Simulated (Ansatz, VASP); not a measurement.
# Two plane-wave programs on ZnS

File INCAR:

```
ALGO     = Normal         # electronic algorithm
EDIFF    = 1E-8           # SCF threshold, eV
ENCUT    = 520            # plane-wave cutoff, eV
GGA      = PS             # functional
ISIF     = 2              # what is computed and relaxed
ISMEAR   = 0              # smearing method
LASPH    = T              # aspherical terms in the spheres
LCHARG   = F              # write CHGCAR
LEFG     = T            
LREAL    = Auto         
LWAVE    = F              # write WAVECAR
NBANDS   = 86             # bands
NELM     = 100            # most SCF steps
PREC     = Accurate       # precision mode
SIGMA    = 0.01           # smearing width, eV
```

Contents of KPOINTS:

```
k-points
0
Gamma
  4 4 4
```

Contents of POSCAR:

```
ZnS
1.0
    0.0000000000      5.4040000000      5.4040000000
    5.4040000000      0.0000000000      5.4040000000
    5.4040000000      5.4040000000      0.0000000000
Zn S
8 8
Direct
    0.1250000000      0.1250000000      0.1250000000
    0.1250000000      0.1250000000      0.6250000000
    0.1250000000      0.6250000000      0.1250000000
    0.1250000000      0.6250000000      0.6250000000
    0.6250000000      0.1250000000      0.1250000000
    0.6250000000      0.1250000000      0.6250000000
    0.6250000000      0.6250000000      0.1250000000
    0.6250000000      0.6250000000      0.6250000000
    0.0000000000      0.0000000000      0.0000000000
    0.0000000000      0.0000000000      0.5000000000
    0.0000000000      0.5000000000      0.0000000000
    0.0000000000      0.5000000000      0.5000000000
    0.5000000000      0.0000000000      0.0000000000
    0.5000000000      0.0000000000      0.5000000000
    0.5000000000      0.5000000000      0.0000000000
    0.5000000000      0.5000000000      0.5000000000
```

Input for Ansatz:

```yaml
crystal:
  lattice:
    - [0.0, 5.404, 5.404]
    - [5.404, 0.0, 5.404]
    - [5.404, 5.404, 0.0]
  atoms:
    - { symbol: Zn, position: [0.125, 0.125, 0.125] }
    - { symbol: Zn, position: [0.125, 0.125, 0.625] }
    - { symbol: Zn, position: [0.125, 0.625, 0.125] }
    - { symbol: Zn, position: [0.125, 0.625, 0.625] }
    - { symbol: Zn, position: [0.625, 0.125, 0.125] }
    - { symbol: Zn, position: [0.625, 0.125, 0.625] }
    - { symbol: Zn, position: [0.625, 0.625, 0.125] }
    - { symbol: Zn, position: [0.625, 0.625, 0.625] }
    - { symbol: S, position: [0.0, 0.0, 0.0] }
    - { symbol: S, position: [0.0, 0.0, 0.5] }
    - { symbol: S, position: [0.0, 0.5, 0.0] }
    - { symbol: S, position: [0.0, 0.5, 0.5] }
    - { symbol: S, position: [0.5, 0.0, 0.0] }
    - { symbol: S, position: [0.5, 0.0, 0.5] }
    - { symbol: S, position: [0.5, 0.5, 0.0] }
    - { symbol: S, position: [0.5, 0.5, 0.5] }
kpoints:
  mp_grid: { grid: [4, 4, 4] }
scf:
  occupations: { method: fixed }
hamiltonian:
  xc: pbesol
  pseudopotentials: { kind: paw, azcp: { folder: soft_1 } }
output:
  forces: true
  efg:
    quadrupole_moments_barn: { Zn: 0.122, S: -0.0694 }
    contact_densities: true
  core_levels:
    shells: { Zn: "2p", S: "2p" }
    counted_from: valence_top
    eps_inf: [6.068, 6.068, 6.068]
basis:
  ecutwfc: 550
```

Alike in both runs: task electric field gradients; functional PBEsol; k mesh 4 × 4 × 4; no spin polarisation.

|  | VASP | Ansatz |
| --- | --- | --- |
| version | VASP 6.6.1 | Ansatz 0.2.0 |
| potentials or method | VASP PAW PBE potentials, release 64 (Zn, S), cutoff 520 eV | plane-wave PAW, scalar-relativistic |
| occupations | gaussian, width 0.01 eV | fixed |
| valence electrons in the cell | 144 | 144 |

Ansatz gave:

| Item | Value |
| --- | --- |
| gap on the k mesh at the Fermi level (eV) | 1.97 |

Problem. Estimate VASP's values.

Solution. gap on the k mesh at the Fermi level (eV): 1.98.

VASP's potentials were made for PBE, not for PBEsol, and Ansatz warns of the same on its side.
